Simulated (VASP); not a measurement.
A run of VASP 6.6.1 is set up as follows.

INCAR

```
SYSTEM = Na
PREC = Accurate
ENCUT = 520
EDIFF = 1E-6
ISMEAR = 0
SIGMA = 0.01
LREAL = .False.
LASPH = .True.
NELM = 80
ALGO = Fast
ISIF = 2
LWAVE = .False.
LCHARG = .False.
GGA = CA
NBANDS = 10
```

Contents of KPOINTS:

```
regular mesh
0
Gamma
  9 9 9
  0 0 0
```

Contents of POSCAR:

```
Na
1.0
   -2.1732119462      2.1953436621      2.1456426351
    2.2541702239     -2.1451664759      2.1764237266
    2.1786342472      2.1505897965     -2.0954654489
Na
1
Direct
    0.0000000000      0.0000000000      0.0000000000
```

Potentials or basis: VASP PAW LDA potentials, release 64 (Na_pv).

Command:

```console
$ cat potpaw_LDA.64/Na_pv/POTCAR > POTCAR
$ mpirun -np 1 vasp_std > vasp.out
```

(1) What does it give for the pressure?

Answers

(1) -1.4 GPa.
